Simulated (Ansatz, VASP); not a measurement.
TiSi2: VASP beside Ansatz

The input INCAR:

```
SYSTEM = TiSi2
PREC = Accurate
ENCUT = 520
EDIFF = 1E-6
ISMEAR = -1
SIGMA = 0.08
LREAL = .False.
LASPH = .True.
NELM = 60
ALGO = Normal
ISIF = 2
LWAVE = .False.
LCHARG = .False.
GGA = PE
NBANDS = 29
```

The input KPOINTS:

```
Automatic mesh
0
Gamma
  8 8 8
  0 0 0
```

Contents of POSCAR:

```
TiSi2
1.0
    0.0000000000      4.1180000000      4.1762700000
    2.3865000000      0.0000000000      4.1762700000
    2.3865000000      4.1180000000      0.0000000000
Ti Si
2 4
Direct
    0.7500000000      0.7500000000      0.7500000000
    0.5000000000      0.5000000000      0.5000000000
    0.0830000000      0.4170000000      0.0830000000
    0.4170000000      0.0830000000      0.4170000000
    0.1670000000      0.8330000000      0.1670000000
    0.8330000000      0.1670000000      0.8330000000
```

Input for Ansatz:

```yaml
crystal:
  lattice:
    - [0.0, 4.118, 4.17627]
    - [2.3865, 0.0, 4.17627]
    - [2.3865, 4.118, 0.0]
  atoms:
    - { symbol: Ti, position: [0.75, 0.75, 0.75] }
    - { symbol: Ti, position: [0.5, 0.5, 0.5] }
    - { symbol: Si, position: [0.083, 0.417, 0.083] }
    - { symbol: Si, position: [0.417, 0.083, 0.417] }
    - { symbol: Si, position: [0.167, 0.833, 0.167] }
    - { symbol: Si, position: [0.833, 0.167, 0.833] }
kpoints:
  mp_grid: { grid: [8, 8, 8] }
  band_path:
    path:
      - [0.0, 0.0, 0.0]
      - [0.5, 0.0, 0.5]
      - [1.0, 0.5, 0.5]
      - [0.5, 0.5, 0.0]
      - [0.0, 0.0, 0.0]
      - [0.0, 0.4156001937, 0.4156001937]
      - [1.0, 0.5843998063, 0.5843998063]
      - [1.0, 0.5, 0.5]
      - [0.5, 0.0, 0.5]
    npoints: 5
scf:
  occupations: { method: fermi_dirac, width: 0.08 }
hamiltonian:
  xc: pbe
  pseudopotentials: { kind: all_electron, lapw: { basis_error: 0.0005 } }
output:
  forces: true
  stress: true
  eigenvalues: true
```

Change from the starting cell: zz strain of -2 %.

Alike in both runs: task single point; functional PBE; k mesh 8 × 8 × 8; occupations fermi-dirac, width 0.08 eV; no spin polarisation.

|  | VASP | Ansatz |
| --- | --- | --- |
| version | VASP 6.6.1 | Ansatz 0.2.0 |
| potentials or method | VASP PAW PBE potentials, release 64 (Ti_sv, Si), cutoff 520 eV | all-electron LAPW, scalar-relativistic |

|  | VASP | Ansatz | Ansatz less VASP |
| --- | --- | --- | --- |
| pressure (GPa) | 6.2 | 6.2 | +0.02 |
| traceless stress, the component that is largest in VASP (GPa) | 5.32 | 5.32 | -0.003 |
| rms of the force components (eV/Å) | 0.085 | 0.085 | -0.0004 |

Atom by atom the forces differ by 0.000 eV/Å (rms over components). Ansatz ran all-electron here, and VASP with PAW potentials.
